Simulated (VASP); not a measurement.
# TaN (P6_3/mmc) in VASP: a series of runs, part 2 of 3

VASP 6.6.1. The steps go on from the part before.

## (3) Electric field gradients, PBEsol (volume scaled by 1.02)

File INCAR:

```
SYSTEM = TaN
ALGO     = Normal         ! electronic algorithm
EDIFF    = 1E-8           ! SCF threshold, eV
ENCUT    = 520            ! plane-wave cutoff, eV
GGA      = PS             ! functional
ISIF     = 2              ! what is computed and relaxed
ISMEAR   = -1             ! smearing method
LASPH    = .True.         ! aspherical terms in the spheres
LCHARG   = .False.        ! write CHGCAR
LEFG     = .True.       
LREAL    = .False.        ! projectors in reciprocal space
LWAVE    = .False.        ! write WAVECAR
NBANDS   = 24             ! bands
NELM     = 80             ! most SCF steps
PREC     = Accurate       ! precision mode
SIGMA    = 0.01           ! smearing width, eV
```

File KPOINTS:

```
k-points
0
Gamma
  11 11 6
  0 0 0
```

File POSCAR:

```
TaN
1.0
    3.0681880104      0.0000000000      0.0000000000
   -1.5340940052      2.6571287606      0.0000000000
    0.0000000000      0.0000000000      4.9505704856
Ta N
2 2
Direct
    0.0000000000      0.0000000000      0.0000000000
    0.0000000000      0.0000000000      0.5000000000
    0.3333333333      0.6666666667      0.2500000000
    0.6666666667      0.3333333333      0.7500000000
```

Potentials or basis: VASP PAW PBE potentials, release 64 (Ta_pv, N).

On the command line:

```sh
$ cat potpaw_PBE.64/Ta_pv/POTCAR potpaw_PBE.64/N/POTCAR > POTCAR
$ mpirun -np 1 vasp_std > vasp.out
```

OUTCAR:

```text
SYSTEM = TaN
   EDIFF = 1E-8
   ENCUT = 520
   GGA = PS
   ISIF = 2
   ISMEAR = -1
   LASPH = .True.
   LREAL = .False.
   NELM = 80
   PREC = Accurate

 ion  position               nearest neighbor table
   1  0.000  0.000  0.000-   3 2.16   4 2.16   4 2.16   3 2.16   4 2.16   3 2.16   2 2.48   2 2.48

   2  0.000  0.000  0.500-   3 2.16   4 2.16   4 2.16   3 2.16   4 2.16   3 2.16   1 2.48   1 2.48

   3  0.333  0.667  0.250-   1 2.16   2 2.16   1 2.16   2 2.16   1 2.16   2 2.16
   4  0.667  0.333  0.750-   1 2.16   2 2.16   1 2.16   2 2.16   1 2.16   2 2.16

  LATTYP: Found a hexagonal cell.
 ALAT       =     3.0681880104
 C/A-ratio  =     1.6135160130

  Lattice vectors:

 A1 = (   3.0681880104,   0.0000000000,   0.0000000000)
 A2 = (  -1.5340940052,   2.6571287606,   0.0000000000)
 A3 = (   0.0000000000,   0.0000000000,   4.9505704856)

Analysis of symmetry for initial positions (statically):
=====================================================================
 Subroutine PRICEL returns:
 Original cell was already a primitive cell.

 Routine SETGRP: Setting up the symmetry group for a
 hexagonal supercell.
[... 852 lines left out ...]
      0.00000      0.00000      2.47529         0.000000      0.000000      0.000000
     -0.00000      1.77142      1.23764        -0.000000      0.000000     -0.000000
      1.53409      0.88571      3.71293         0.000000     -0.000000      0.000000
 -----------------------------------------------------------------------------------
    total drift:                               -0.000000      0.000000      0.000000

  FREE ENERGIE OF THE ION-ELECTRON SYSTEM (eV)
  ---------------------------------------------------
  free  energy   TOTEN  =       -44.5369330092 eV

  energy  without entropy=      -44.5363524361  energy(sigma->0) =      -44.53664272

 Electric field gradients (V/A^2)
---------------------------------------------------------------------
 ion       V_xx      V_yy      V_zz      V_xy      V_xz      V_yz
---------------------------------------------------------------------
   1      85.775    85.775  -171.550    -0.000    -0.000     0.000
   2      85.775    85.775  -171.550    -0.000     0.000    -0.000
   3      -3.059    -3.058     6.117     0.000     0.000    -0.000
   4      -3.059    -3.058     6.117     0.000     0.000     0.000
---------------------------------------------------------------------

 Electric field gradients after diagonalization (V/A^2)
 (convention: |V_zz| > |V_xx| > |V_yy|)
----------------------------------------------------------------------
 ion       V_xx      V_yy      V_zz     asymmetry (V_yy - V_xx)/ V_zz
----------------------------------------------------------------------
   1      85.775    85.774  -171.550       0.000
   2      85.775    85.774  -171.550       0.000
   3      -3.059    -3.058     6.117       0.000
   4      -3.059    -3.058     6.117       0.000
----------------------------------------------------------------------

           NMR quadrupolar parameters

 Cq : quadrupolar parameter    Cq=e*Q*V_zz/h
 eta: asymmetry parameters     (V_yy - V_xx)/ V_zz
 Q  : nuclear electric quadrupole moment in mb (millibarn)
----------------------------------------------------------------------
 ion       Cq(MHz)       eta       Q (mb)
----------------------------------------------------------------------
   1      -0.415       0.000       1.000
   2      -0.415       0.000       1.000
   3       0.015       0.000       1.000
   4       0.015       0.000       1.000
----------------------------------------------------------------------
```

stdout:

```text
POSCAR found type information on POSCAR TaN
 POSCAR found :  2 types and       4 ions
 scaLAPACK will be used
 -----------------------------------------------------------------------------
|                                                                             |
|                                                                             |
|     You enforced a specific xc type in the INCAR file but a different       |
|     I HOPE YOU KNOW WHAT YOU ARE DOING!                                     |
|                                                                             |
 -----------------------------------------------------------------------------

 LDA part: xc-table for (Slater+PW92), standard interpolation
 POSCAR, INCAR and KPOINTS ok, starting setup
 FFT: planning ... GRIDC
 FFT: planning ... GRID_SOFT
 FFT: planning ... GRID
 WAVECAR not read
 entering main loop
ion   1

ion   2

ion   3

ion   4
```

Wall time 23 s (1 thread of Intel Xeon 6975P-C (Granite Rapids), shared host); peak memory 0.19 GiB.

What came out:

- Free energy: -44.5369 eV
- Pressure: 39.9 GPa
- Band gap on the k mesh: zero (band 16 reaches 10.21 eV, above the bottom of band 17 at 7.67 eV)

Electric field gradients, principal values (V/Å²):
| atom | least | middle | greatest (by size) |
| --- | --- | --- | --- |
| 1 Ta | 85.774 | 85.775 | -171.550 |
| 2 Ta | 85.774 | 85.775 | -171.550 |
| 3 N | -3.058 | -3.059 | 6.117 |
| 4 N | -3.058 | -3.059 | 6.117 |

Caveat: without QUAD_EFG the Cq values of the log hold for a quadrupole moment of 1 mb, not for the nuclei; the PAW data sets were made with another functional, which shifts forces and pressure a little; spin-orbit coupling is left out, which moves the levels of the heavy elements.

## (4) Electric field gradients, PBEsol (volume scaled by 1.02)

File INCAR:

```
ALGO     = Normal         # electronic algorithm
EDIFF    = 1E-8           # SCF threshold, eV
ENCUT    = 520            # plane-wave cutoff, eV
GGA      = PS             # functional
ISIF     = 2              # what is computed and relaxed
ISMEAR   = -1             # smearing method
LASPH    = True           # aspherical terms in the spheres
LCHARG   = False          # write CHGCAR
LEFG     = True         
LREAL    = False          # projectors in reciprocal space
LWAVE    = False          # write WAVECAR
NBANDS   = 24             # bands
NELM     = 100            # most SCF steps
PREC     = Accurate       # precision mode
SIGMA    = 0.01           # smearing width, eV
```

File KPOINTS:

```
k-points
0
Gamma
  11 11 6
```

POSCAR is that of step 3.

Potentials or basis: VASP PAW PBE potentials, release 64 (Ta_pv, N).

On the command line:

```sh
$ cat potpaw_PBE.64/Ta_pv/POTCAR potpaw_PBE.64/N/POTCAR > POTCAR
$ mpirun -np 1 vasp_std > vasp.out
```

OUTCAR:

```text
EDIFF = 1E-8
   ENCUT = 520
   GGA = PS
   ISIF = 2
   ISMEAR = -1
   LASPH = True
   LREAL = False
   NELM = 100
   PREC = Accurate

 ion  position               nearest neighbor table
   1  0.000  0.000  0.000-   3 2.16   4 2.16   4 2.16   3 2.16   4 2.16   3 2.16   2 2.48   2 2.48

   2  0.000  0.000  0.500-   3 2.16   4 2.16   4 2.16   3 2.16   4 2.16   3 2.16   1 2.48   1 2.48

   3  0.333  0.667  0.250-   1 2.16   2 2.16   1 2.16   2 2.16   1 2.16   2 2.16
   4  0.667  0.333  0.750-   1 2.16   2 2.16   1 2.16   2 2.16   1 2.16   2 2.16

  LATTYP: Found a hexagonal cell.
 ALAT       =     3.0681880104
 C/A-ratio  =     1.6135160130
[... 880 lines left out ...]
 ion       V_xx      V_yy      V_zz      V_xy      V_xz      V_yz
---------------------------------------------------------------------
   1      85.775    85.775  -171.550    -0.000    -0.000     0.000
   2      85.775    85.775  -171.550    -0.000     0.000    -0.000
   3      -3.059    -3.058     6.117     0.000     0.000    -0.000
   4      -3.059    -3.058     6.117     0.000     0.000     0.000
---------------------------------------------------------------------

 Electric field gradients after diagonalization (V/A^2)
 (convention: |V_zz| > |V_xx| > |V_yy|)
----------------------------------------------------------------------
 ion       V_xx      V_yy      V_zz     asymmetry (V_yy - V_xx)/ V_zz
----------------------------------------------------------------------
   1      85.775    85.774  -171.550       0.000
   2      85.775    85.774  -171.550       0.000
   3      -3.059    -3.058     6.117       0.000
   4      -3.059    -3.058     6.117       0.000
----------------------------------------------------------------------

           NMR quadrupolar parameters

 Cq : quadrupolar parameter    Cq=e*Q*V_zz/h
 eta: asymmetry parameters     (V_yy - V_xx)/ V_zz
 Q  : nuclear electric quadrupole moment in mb (millibarn)
----------------------------------------------------------------------
 ion       Cq(MHz)       eta       Q (mb)
----------------------------------------------------------------------
   1      -0.415       0.000       1.000
   2      -0.415       0.000       1.000
   3       0.015       0.000       1.000
   4       0.015       0.000       1.000
----------------------------------------------------------------------
```

stdout:

```text
POSCAR found type information on POSCAR TaN
 POSCAR found :  2 types and       4 ions
 scaLAPACK will be used
 -----------------------------------------------------------------------------
|                                                                             |
|                                                                             |
|     You enforced a specific xc type in the INCAR file but a different       |
|     I HOPE YOU KNOW WHAT YOU ARE DOING!                                     |
|                                                                             |
 -----------------------------------------------------------------------------

 LDA part: xc-table for (Slater+PW92), standard interpolation
 POSCAR, INCAR and KPOINTS ok, starting setup
 FFT: planning ... GRIDC
 FFT: planning ... GRID_SOFT
 FFT: planning ... GRID
 WAVECAR not read
 entering main loop
ion   1

ion   2

ion   3

ion   4
```

Run time: 23 s. Hardware: 1 thread of Intel Xeon 6975P-C (Granite Rapids), shared host; peak memory 0.19 GiB.

What came out:

```yaml
Free_energy: -44.5369 eV
Pressure: 39.9 GPa
Band_gap_on_the_k_mesh: zero (band 16 reaches 10.21 eV, above the bottom of band 17 at 7.67 eV)
```

Stress tensor (GPa, compression positive):
```
14.33  0.00  0.00
 0.00 14.33  0.00
 0.00  0.00 91.14
```

Electric field gradients, principal values (V/Å²):
```csv
atom,least,middle,greatest (by size)
1 Ta,85.774,85.775,-171.550
2 Ta,85.774,85.775,-171.550
3 N,-3.058,-3.059,6.117
4 N,-3.058,-3.059,6.117
```

Caveat: without QUAD_EFG the Cq values of the log hold for a quadrupole moment of 1 mb, not for the nuclei; the PAW data sets were made with another functional, which shifts forces and pressure a little; spin-orbit coupling is left out, which moves the levels of the heavy elements.

## (5) Electric field gradients, PBEsol (volume scaled by 1.06)

File INCAR:

```
PREC = Accurate ; ENCUT = 520
EDIFF = 1E-8 ; ISMEAR = -1
SIGMA = 0.01 ; LREAL = F
LASPH = T ; NELM = 60
ALGO = Normal ; ISIF = 2
LWAVE = F ; LCHARG = F
GGA = PS ; LEFG = T
NBANDS = 24
```

File KPOINTS:

```
regular mesh
0
Gamma
  11 11 6
```

File POSCAR:

```
TaN
1.0
    3.1077819002      0.0000000000      0.0000000000
   -1.5538909501      2.6914180749      0.0000000000
    0.0000000000      0.0000000000      5.0144558607
Ta N
2 2
Direct
    0.0000000000      0.0000000000      0.0000000000
    0.0000000000      0.0000000000      0.5000000000
    0.3333333333      0.6666666667      0.2500000000
    0.6666666667      0.3333333333      0.7500000000
```

Potentials or basis: VASP PAW PBE potentials, release 64 (Ta_pv, N).

On the command line:

```sh
$ cat potpaw_PBE.64/Ta_pv/POTCAR potpaw_PBE.64/N/POTCAR > POTCAR
$ mpirun -np 1 vasp_std > vasp.out
```

OUTCAR:

```text
PREC = Accurate
   ENCUT = 520
   EDIFF = 1E-8
   ISMEAR = -1
   LREAL = F
   LASPH = T
   NELM = 60
   ISIF = 2
   GGA = PS

 ion  position               nearest neighbor table
   1  0.000  0.000  0.000-   3 2.19   4 2.19   3 2.19   4 2.19   4 2.19   3 2.19   2 2.51   2 2.51

   2  0.000  0.000  0.500-   3 2.19   4 2.19   3 2.19   4 2.19   4 2.19   3 2.19   1 2.51   1 2.51

   3  0.333  0.667  0.250-   1 2.19   2 2.19   1 2.19   2 2.19   1 2.19   2 2.19
   4  0.667  0.333  0.750-   1 2.19   2 2.19   1 2.19   2 2.19   1 2.19   2 2.19

  LATTYP: Found a hexagonal cell.
 ALAT       =     3.1077819002
 C/A-ratio  =     1.6135160129

  Lattice vectors:

 A1 = (   3.1077819002,   0.0000000000,   0.0000000000)
 A2 = (  -1.5538909501,   2.6914180749,   0.0000000000)
 A3 = (   0.0000000000,   0.0000000000,   5.0144558607)

Analysis of symmetry for initial positions (statically):
=====================================================================
 Subroutine PRICEL returns:
 Original cell was already a primitive cell.

 Routine SETGRP: Setting up the symmetry group for a
 hexagonal supercell.

 Subroutine GETGRP returns: Found 24 space group operations
 (whereof 12 operations were pure point group operations)
 out of a pool of 24 trial point group operations.

The static configuration has the point symmetry D_3d.
 The point group associated with its full space group is D_6h.

Analysis of symmetry for dynamics (positions and initial velocities):
=====================================================================
[... 173 lines left out ...]
      2     -26.2843      2.00000
      3     -26.2843      2.00000
      4     -25.9696      2.00000
      5     -25.9696      2.00000
      6     -25.2313      2.00000
[... 637 lines left out ...]
     23      14.8164      0.00000
     24      15.3062      0.00000

 [... further k-points ...]
[... 5 lines left out ...]
  --------------------------------------------------------------------------------------
  -------------------------------------------------------------------------------------
  Total       -0.0079802     -0.0079802     17.7191710      0.0000000      0.0000000      0.0000000
  in kB       -0.3048388     -0.3048388    676.8594110      0.0000000      0.0000000      0.0000000
  external PRESSURE =     225.4165778 kB  Pullay stress =       0.0000000 kB

 VOLUME and BASIS-vectors are now :
 -----------------------------------------------------------------------------
  energy-cutoff  :      520.00
  volume of cell :       41.94
      direct lattice vectors                 reciprocal lattice vectors
     3.107781900  0.000000000  0.000000000     0.321772902  0.185775671  0.000000000
    -1.553890950  2.691418075  0.000000000     0.000000000  0.371551343  0.000000000
     0.000000000  0.000000000  5.014455861     0.000000000  0.000000000  0.199423433

 POSITION                                       TOTAL-FORCE (eV/Angst)
 -----------------------------------------------------------------------------------
      0.00000      0.00000      0.00000         0.000000      0.000000      0.000000
      0.00000      0.00000      2.50723         0.000000      0.000000      0.000000
     -0.00000      1.79428      1.25361         0.000000      0.000000      0.000000
      1.55389      0.89714      3.76084        -0.000000      0.000000     -0.000000
 -----------------------------------------------------------------------------------
    total drift:                               -0.000000      0.000000      0.000000

  FREE ENERGIE OF THE ION-ELECTRON SYSTEM (eV)
  ---------------------------------------------------
  free  energy   TOTEN  =       -44.8441925097 eV

  energy  without entropy=      -44.8435617077  energy(sigma->0) =      -44.84387711

 Electric field gradients (V/A^2)
---------------------------------------------------------------------
 ion       V_xx      V_yy      V_zz      V_xy      V_xz      V_yz
---------------------------------------------------------------------
   1      87.469    87.469  -174.939    -0.000    -0.000     0.000
   2      87.469    87.469  -174.939    -0.000     0.000    -0.000
   3      -2.922    -2.923     5.845    -0.000     0.000     0.000
   4      -2.922    -2.923     5.845    -0.000     0.000     0.000
---------------------------------------------------------------------

 Electric field gradients after diagonalization (V/A^2)
 (convention: |V_zz| > |V_xx| > |V_yy|)
----------------------------------------------------------------------
 ion       V_xx      V_yy      V_zz     asymmetry (V_yy - V_xx)/ V_zz
----------------------------------------------------------------------
   1      87.470    87.469  -174.939       0.000
   2      87.470    87.469  -174.939       0.000
   3      -2.923    -2.922     5.845       0.000
   4      -2.923    -2.922     5.845       0.000
----------------------------------------------------------------------

           NMR quadrupolar parameters

 Cq : quadrupolar parameter    Cq=e*Q*V_zz/h
 eta: asymmetry parameters     (V_yy - V_xx)/ V_zz
 Q  : nuclear electric quadrupole moment in mb (millibarn)
----------------------------------------------------------------------
 ion       Cq(MHz)       eta       Q (mb)
----------------------------------------------------------------------
   1      -0.423       0.000       1.000
   2      -0.423       0.000       1.000
   3       0.014       0.000       1.000
   4       0.014       0.000       1.000
----------------------------------------------------------------------
```

It took 22 s on 1 thread of Intel Xeon 6975P-C (Granite Rapids), shared host; peak memory 0.19 GiB.

Results:

```
Free energy            : -44.8442 eV
Pressure               : 22.5 GPa
Band gap on the k mesh : zero (band 16 reaches 9.74 eV, above the bottom of band 17 at 7.34 eV)
```

Levels at points of the mesh, in eV from the Fermi level:
```
           k point  band 14  band 15  band 16  band 17  band 18  band 19
(0.00, 0.00, 0.00)    -3.49    -3.48    -1.76    -1.76    -0.62    -0.62
(0.00, 0.00, 0.50)    -6.08    -0.08    -0.08    -0.02    -0.02    -0.02
```

Electric field gradients, principal values (V/Å²):
```
atom   least  middle  greatest (by size)
1 Ta  87.469  87.470            -174.939
2 Ta  87.469  87.470            -174.939
 3 N  -2.922  -2.923               5.845
 4 N  -2.922  -2.923               5.845
```

Caveat: without QUAD_EFG the Cq values of the log hold for a quadrupole moment of 1 mb, not for the nuclei; the PAW data sets were made with another functional, which shifts forces and pressure a little; spin-orbit coupling is left out, which moves the levels of the heavy elements.

(Continued in part 3 of 3.)
